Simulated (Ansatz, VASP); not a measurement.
One calculation of Rb2CdSe2O6, two programs

```
CELL_PARAMETERS angstrom
2.87515 1.65997 6.55617
-2.87515 1.65997 6.55617
0.00000 -3.31994 6.55617
ATOMIC_POSITIONS crystal
Rb 0.80228 0.80228 0.80228
Rb 0.19772 0.19772 0.19772
Cd 0.00000 0.00000 0.00000
Se 0.62588 0.62588 0.62588
Se 0.37412 0.37412 0.37412
O 0.74482 0.27656 0.74482
O 0.74482 0.74482 0.27656
O 0.27656 0.74482 0.74482
O 0.25518 0.72344 0.25518
O 0.72344 0.25518 0.25518
O 0.25518 0.25518 0.72344
```

Alike in both runs: functional PBE; k mesh 4 × 4 × 4; occupations fermi-dirac, width 0.02 eV; no spin polarisation.

Ansatz relaxed the structure, and its values are those at the end. VASP's run is a single point on that final structure, the one shown.

|  | VASP | Ansatz |
| --- | --- | --- |
| version | VASP 6.6.1 | Ansatz 0.2.0 |
| potentials or method | VASP PAW PBE potentials, release 64 (Rb_sv, Cd, Se, O) | plane-wave PAW, scalar-relativistic |
| plane-wave cutoff (eV) | 520 | 420 |
| valence electrons in the cell | 78 | 106 |

Ansatz gave:

* gap on the k mesh at the Fermi level (eV): 3.88
* pressure (GPa): 2.7
* rms of the force components (eV/Å): 0.001

Task: Which values does VASP return?

Result: gap on the k mesh at the Fermi level (eV): 3.86; pressure (GPa): 3.4; rms of the force components (eV/Å): 0.103.

With one functional, cell and mesh, what is left measures potentials, basis and numerics. VASP's potentials hold 78 valence electrons a cell and Ansatz's 106, so a difference there can come from the potentials and not from the codes. Ansatz's warnings: stress scf threshold loose.
